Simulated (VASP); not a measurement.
# Ag (P2_1/m) in VASP: single point with PBE

Aim: the single point of Ag with PBE.

Everything below comes from runs of VASP 6.6.1. Logs are shortened: lines on timing, memory, paths and dates and some standing lists are left out, and cuts for length are marked.

## (1) The cell of the first run

The structure is monoclinic, space group P2_1/m (No. 11). Conventional cell: a = 2.917 Å, b = 4.787 Å, c = 2.928 Å, α = 90.00°, β = 118.40°, γ = 90.00°. Ag (site symmetry m) has 12 Ag at 2.92 to 2.99 Å within 3.8 Å.

## (2) Single point, PBE (uniaxial strain along a: +2.0 %, then relaxed in part)

INCAR

```
PREC = Accurate
ENCUT = 520
EDIFF = 1E-6
ISMEAR = 0
SIGMA = 0.1
LREAL = F
LASPH = T
NELM = 80
ALGO = Fast
ISIF = 2
LWAVE = F
LCHARG = T
GGA = PE
LELF = T
LVHAR = T
NBANDS = 18
```

KPOINTS

```
regular mesh
0
Gamma
  24 24 12
```

POSCAR

```
Ag
1.0
    2.9932784743      0.0063460482      0.0000000000
   -1.4912781001      2.5075174839      0.0000000000
    0.0000000000      0.0000000000      4.7867301787
Ag
2
Direct
    0.3284544158      0.6586187388      0.2500000000
    0.6715455842      0.3413812612      0.7500000000
```

Potentials or basis: VASP PAW PBE potentials, release 64 (Ag).

The run is started by

```console
cat potpaw_PBE.64/Ag/POTCAR > POTCAR
mpirun -np 1 vasp_std > vasp.out
```

OUTCAR:

```text
PREC = Accurate
   ENCUT = 520
   EDIFF = 1E-6
   ISMEAR = 0
   LREAL = F
   LASPH = T
   NELM = 80
   ISIF = 2
   GGA = PE

 ion  position               nearest neighbor table
   1  0.328  0.659  0.250-   2 2.93   2 2.93   2 2.93   2 2.93   2 2.94   2 2.94
   2  0.672  0.341  0.750-   1 2.93   1 2.93   1 2.93   1 2.93   1 2.94   1 2.94

  Warning from LATTYP: Monoclinic adjustment (A1->A3, A2->A1, A3->A2)!
  Warning from LATTYP: Got some problem with cell dimensions!
  Tried to take original basis but could not verify dimensions!
  LATTYP: Found a simple monoclinic cell.
 ALAT       =     2.9174568213
 B/A-ratio  =     1.6407201450
 C/A-ratio  =     1.0037502532
 COS(beta)  =    -0.4756444650

  Lattice vectors:

 A1 = (  -1.4912781001,   2.5075174839,   0.0000000000)
 A2 = (   0.0000000000,   0.0000000000,  -4.7867301787)
 A3 = (  -1.5020003742,  -2.5138635321,   0.0000000000)

Analysis of symmetry for initial positions (statically):
=====================================================================
 Subroutine PRICEL returns:
 Original cell was already a primitive cell.

 Routine SETGRP: Setting up the symmetry group for a
 simple monoclinic supercell.

 Subroutine GETGRP returns: Found  4 space group operations
 (whereof  2 operations were pure point group operations)
 out of a pool of  4 trial point group operations.

The static configuration has the point symmetry S_2 .
 The point group associated with its full space group is C_2h.

Analysis of symmetry for dynamics (positions and initial velocities):
=====================================================================
 Subroutine PRICEL returns:
 Original cell was already a primitive cell.

 Routine SETGRP: Setting up the symmetry group for a
 simple monoclinic supercell.

 Subroutine GETGRP returns: Found  4 space group operations
 (whereof  2 operations were pure point group operations)
 out of a pool of  4 trial point group operations.

The dynamic configuration has the point symmetry S_2 .
 The point group associated with its full space group is C_2h.

 Subroutine INISYM returns: Found  4 space group operations
 (whereof  2 operations are pure point group operations),
 and found     1 'primitive' translations

----------------------------------------------------------------------------------------

                                     Primitive cell

  volume of cell :      35.9731

  direct lattice vectors                    reciprocal lattice vectors
     2.993278474  0.006346048  0.000000000     0.333661143  0.198435926  0.000000000
    -1.491278100  2.507517484  0.000000000    -0.000844433  0.398298605  0.000000000
     0.000000000  0.000000000  4.786730179     0.000000000  0.000000000  0.208910877

  length of vectors
     2.993285201  2.917456821  4.786730179     0.388209447  0.398299500  0.208910877

  position of ions in fractional coordinates (direct lattice)
     0.328454416  0.658618739  0.250000000
     0.671545584  0.341381261  0.750000000

  ion indices of the primitive-cell ions
   primitive index   ion index
                 1           1
                 2           2

----------------------------------------------------------------------------------------

 KPOINTS: regular mesh

Automatic generation of k-mesh.
 Grid dimensions read from file:
 generate k-points for:   24   24   12

 Generating k-lattice:

  Cartesian coordinates                     Fractional coordinates (reciprocal lattice)
     0.013902548  0.008268164  0.000000000     0.041666667  0.000000000  0.000000000
    -0.000035185  0.016595775  0.000000000     0.000000000  0.041666667  0.000000000
     0.000000000  0.000000000  0.017409240     0.000000000  0.000000000  0.083333333

  Length of vectors
     0.016175394  0.016595813  0.017409240

  Shift w.r.t. Gamma in fractional coordinates (k-lattice)
     0.000000000  0.000000000  0.000000000

 Subroutine IBZKPT returns following result:
 ===========================================

 Found   2030 irreducible k-points:

 Following reciprocal coordinates:
            Coordinates               Weight
  0.000000  0.000000  0.000000      1.000000
  0.041667  0.000000  0.000000      2.000000
  0.083333 -0.000000  0.000000      2.000000
  0.125000  0.000000  0.000000      2.000000
  0.166667  0.000000  0.000000      2.000000
  0.208333  0.000000  0.000000      2.000000
[... 16 lines left out ...]
  0.375000  0.041667  0.000000      2.000000
  0.416667  0.041667  0.000000      2.000000
 [... further k-points ...]
   k-points           NKPTS =   2030   k-points in BZ     NKDIM =   2030   number of bands    NBANDS=     18
   number of dos      NEDOS =    301   number of ions     NIONS =      2
   total plane-waves  NPLWV =  20736
   dimension x,y,z NGX =    24 NGY =   24 NGZ =   36
   dimension x,y,z NGXF=    48 NGYF=   48 NGZF=   72
   ions per type =               2
   NGX,Y,Z   is equivalent  to a cutoff of  13.33, 13.68, 12.50 a.u.
   NGXF,Y,Z  is equivalent  to a cutoff of  26.66, 27.35, 25.01 a.u.
 SYSTEM =  unknown system
   PREC   = accura    normal or accurate (medium, high low for compatibility)
   ISTART =      0    job   : 0-new  1-cont  2-samecut
   ICHARG =      2    charge: 1-file 2-atom 10-const
   ISPIN  =      1    spin polarized calculation?
   LNONCOLLINEAR =      F non collinear calculations
   LSORBIT =      F    spin-orbit coupling
   LASPH  =      T    aspherical Exc in radial PAW
   ENCUT  =  520.0 eV  38.22 Ry    6.18 a.u.   5.57  5.42  8.90*2*pi/ulx,y,z
   NELM   =     80;   NELMIN=  2; NELMDL= -5     # of ELM steps
   EDIFF  = 0.1E-05   stopping-criterion for ELM
   LREAL  =      F    real-space projection
   EDIFFG = 0.1E-04   stopping-criterion for IOM
   NSW    =      0    number of steps for IOM
   IBRION =     -1    ionic relax: 0-MD 1-quasi-New 2-CG
   NFREE  =      0    steps in history (QN), initial steepest desc. (CG)
   ISIF   =      2    stress and relaxation
   ISYM   =      2    0-nonsym 1-usesym 2-fastsym
   POTIM  = 0.5000    time-step for ionic-motion
   TEBEG  =    0.0;   TEEND  =   0.0 temperature during run
   PSTRESS=    0.0 pullay stress
   NELECT =      22.0000    total number of electrons
   NUPDOWN=      -1.0000    fix difference up-down
   EMIN   =  10.00;   EMAX   =-10.00  energy-range for DOS
   EFERMI =   0.00;   METHOD = LEGACY
   ISMEAR =     0;   SIGMA  =   0.10  broadening in eV -4-tet -1-fermi 0-gaus
   EFERMI_NEDOS =   21; number of points for ismear=-14 and -15
   IALGO  =     68    algorithm
   IMIX   =      4    mixing-type and parameters
     AMIX     =   0.40;   BMIX     =  1.00
     AMIX_MAG =   1.60;   BMIX_MAG =  1.00
  volume/ion in A,a.u.               =      17.99       121.38
  Fermi-wavevector in a.u.,A,eV,Ry     =   1.389601  2.625964 26.272708  1.930990
  Thomas-Fermi vector in A             =   2.513616
   LORBIT       =      0    0 simple, 1 ext, 2 COOP (PROOUT), +10 PAW based schemes
   GGA     = PE    functional components
   LHFCALC =     F    Hartree Fock is set to
   AEXX    =    0.0000 exact exchange contribution
   IVDW    =     0    specifies the selected vdW correction
   LEPSILON=     F    determine dielectric tensor
   LRPA    =     F    only Hartree local field effects (RPA)
 non-spin polarized calculation
 RMM-DIIS sequential band-by-band and
 Gauss-broadening in eV      SIGMA  =   0.10
  energy-cutoff  :      520.00
  volume of cell :       35.97
 maximum number of plane-waves:       995
   NGX = 11   NGY = 11   NGZ = 17

 number of electron      21.9999997 magnetization

 Free energy of the ion-electron system (eV)
  ---------------------------------------------------
  ext. energy  EPLUGINS =         0.00000000
  ---------------------------------------------------
  free energy    TOTEN  =        -5.42616058 eV

  energy without entropy =       -5.42347421  energy(sigma->0) =       -5.42481739

 E-fermi :   7.7620     XC(G=0): -11.8922

 val. band max:        7.7582796863   @ k =   0.2917   0.2083   0.3333
 cond. band min:       7.7630498602   @ k =   0.3750   0.1250   0.3333
 fundamental gap:      0.0047701739
 Fermi energy:         7.7620012540

 k-point     1 :       0.0000    0.0000    0.0000
  band No.  band energies     occupation
      1       0.3259      2.00000
      2       1.6372      2.00000
      3       3.0305      2.00000
      4       3.0942      2.00000
      5       3.2875      2.00000
      6       3.3137      2.00000
[... 10 lines left out ...]
     17      25.3073      0.00000
     18      25.8527      0.00000

 k-point     2 :       0.0417    0.0000    0.0000
  band No.  band energies     occupation
      1       0.3711      2.00000
      2       1.6628      2.00000
      3       2.9883      2.00000
      4       3.1372      2.00000
      5       3.2881      2.00000
      6       3.3319      2.00000
[... 10 lines left out ...]
     17      25.2740      0.00000
     18      25.7505      0.00000

 k-point     3 :       0.0833   -0.0000    0.0000
  band No.  band energies     occupation
      1       0.5049      2.00000
      2       1.7354      2.00000
      3       2.9205      2.00000
      4       3.1963      2.00000
      5       3.3008      2.00000
      6       3.3864      2.00000
[... 10 lines left out ...]
     17      25.3253      0.00000
     18      26.0355      0.00000

 k-point     4 :       0.1250    0.0000    0.0000
  band No.  band energies     occupation
      1       0.7202      2.00000
      2       1.8420      2.00000
      3       2.8498      2.00000
      4       3.2050      2.00000
      5       3.3790      2.00000
      6       3.4425      2.00000
[... 375 lines left out ...]
      4       3.2022      2.00000
      5       3.3512      2.00000
      6       3.4546      2.00000
[... 10 lines left out ...]
     17      19.9912      0.00000
     18      24.0965      0.00000

 k-point    23 :       0.3750    0.0417    0.0000
  band No.  band energies     occupation
      1       1.7941      2.00000
      2       2.0708      2.00000
      3       2.1907      2.00000
      4       3.1599      2.00000
      5       3.4321      2.00000
      6       3.4385      2.00000
[... 10 lines left out ...]
     17      19.0518      0.00000
     18      23.7868      0.00000

 k-point    24 :       0.4167    0.0417    0.0000
  band No.  band energies     occupation
      1       1.7443      2.00000
      2       2.0620      2.00000
      3       2.1040      2.00000
      4       3.1334      2.00000
      5       3.3913      2.00000
      6       3.4998      2.00000
[... 10 lines left out ...]
     17      18.3128      0.00000
     18      23.5732      0.00000

 [... further k-points ...]

------------------------ aborting loop because EDIFF is reached ----------------------------------------

  FORCE on cell =-STRESS in cart. coord.  units (eV):
  Direction    XX          YY          ZZ          XY          YZ          ZX
  --------------------------------------------------------------------------------------
  -------------------------------------------------------------------------------------
  Total       -0.3301797     -0.0242676     -0.0076568     -0.0302339      0.0000000      0.0000000
  in kB      -14.7056294     -1.0808354     -0.3410210     -1.3465664      0.0000000      0.0000000
  external PRESSURE =      -5.3758286 kB  Pullay stress =       0.0000000 kB

 VOLUME and BASIS-vectors are now :
 -----------------------------------------------------------------------------
  energy-cutoff  :      520.00
  volume of cell :       35.97
      direct lattice vectors                 reciprocal lattice vectors
     2.993278474  0.006346048  0.000000000     0.333661143  0.198435926  0.000000000
    -1.491278100  2.507517484  0.000000000    -0.000844433  0.398298605  0.000000000
     0.000000000  0.000000000  4.786730179     0.000000000  0.000000000  0.208910877

 POSITION                                       TOTAL-FORCE (eV/Angst)
 -----------------------------------------------------------------------------------
      0.00097      1.65358      1.19668         0.000066     -0.000546      0.000000
      1.50103      0.86028      3.59005        -0.000066      0.000546      0.000000
 -----------------------------------------------------------------------------------
    total drift:                               -0.000000      0.000000      0.000000

  FREE ENERGIE OF THE ION-ELECTRON SYSTEM (eV)
  ---------------------------------------------------
  free  energy   TOTEN  =        -5.4261605759 eV

  energy  without entropy=       -5.4234742072  energy(sigma->0) =       -5.42481739
```

Run time: 5.1 min. Hardware: 1 thread of Intel Xeon 6975P-C (Granite Rapids), shared host; peak memory 1.1 GiB.

Results:

```yaml
Free_energy: -5.4262 eV
Pressure: -0.5 GPa
Band_gap_on_the_k_mesh: zero (bands 11 and 12 overlap by 7.24 eV)
```

Stress tensor (GPa, compression positive):
```
-1.47 -0.13  0.00
-0.13 -0.11  0.00
 0.00  0.00 -0.03
```

Caveat: the cell differs from its parent crystal (uniaxial strain along a: +2.0 %, then relaxed in part).
